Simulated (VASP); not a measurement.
Set up this calculation in VASP 6.6.1, as the native input.

```yaml
Task: relaxation of cell and atoms
Functional: revPBE
Dispersion: D3(BJ)
Potentials_or_basis: VASP PAW PBE potentials, release 64 (Co, O)
Cutoff: 600 eV
k_mesh: 11 × 11 × 11
Occupations: fermi-dirac, width 0.05 eV
Spin: collinear spin, ferromagnetic start
Starting_moments: "[2.0, 0.0] μB"
Dipole_correction: no
Further_INCAR_settings: ALGO = Normal; EDIFF = 1e-06; IBRION = 2; EDIFFG = -0.01; NSW = 80; ISIF = 3
```

The structure of CoO lies in POSCAR:

```
CoO
1.0
    0.0000000000      2.1315000000      2.1315000000
    2.1315000000      0.0000000000      2.1315000000
    2.1315000000      2.1315000000      0.0000000000
Co O
1 1
Direct
    0.0000000000      0.0000000000      0.0000000000
    0.5000000000      0.5000000000      0.5000000000
```

The input as run:

INCAR

```
SYSTEM = CoO
ALGO     = Normal         ! electronic algorithm
EDIFF    = 1E-6           ! SCF threshold, eV
EDIFFG   = -0.01          ! ionic threshold
ENCUT    = 600            ! plane-wave cutoff, eV
GGA      = RE             ! functional
IBRION   = 2              ! ionic algorithm
ISIF     = 3              ! what is computed and relaxed
ISMEAR   = -1             ! smearing method
ISPIN    = 2              ! spin polarisation
IVDW     = 12             ! dispersion correction
LASPH    = .TRUE.         ! aspherical terms in the spheres
LCHARG   = .FALSE.        ! write CHGCAR
LMAXMIX  = 4              ! l up to which the mixer works
LORBIT   = 11             ! projections on sites
LREAL    = .FALSE.        ! projectors in reciprocal space
LWAVE    = .FALSE.        ! write WAVECAR
MAGMOM   = 2 0            ! initial moments
NELM     = 150            ! most SCF steps
NSW      = 80             ! ionic steps
PREC     = Accurate       ! precision mode
SIGMA    = 0.05           ! smearing width, eV
```

KPOINTS

```
k-points
0
G
  11 11 11
  0 0 0
```

Potentials or basis: VASP PAW PBE potentials, release 64 (Co, O).

Run with:

```sh
$ cat potpaw_PBE.64/Co/POTCAR potpaw_PBE.64/O/POTCAR > POTCAR
$ mpirun -np 1 vasp_std > vasp.out
```

It gave:

| Property | Result |
| --- | --- |
| Relaxed volume | 9.35 Å³/atom |
| Relaxed cell | a = 2.980 Å, b = 2.980 Å, c = 2.980 Å, α = 60.00°, β = 60.00°, γ = 60.00° |
| Space group after relaxing (to 0.05 Å) | Fm-3m (No. 225) |
| Energy gained by relaxing | -65.3 meV/atom |
| Ionic steps | 4 |
| Pressure after relaxing | 0.0 GPa |
| Net moment | 2.84 μB per cell |
| Site moments | Co +2.52; O +0.28 μB |
| Valence electrons inside the program's atomic spheres | Co 7.85; O 5.00 |
| Dispersion energy per atom | -0.449 eV |

Caveat: the PAW data sets were made with another functional, which shifts forces and pressure a little; a cell with one magnetic atom can't hold antiferromagnetic order, which such compounds often take; pairwise dispersion overbinds metals, which lowers pressure and volume.

It took 3.5 min on 1 thread of AMD EPYC 7R13, with other jobs on the host, peak memory 0.15 GiB.
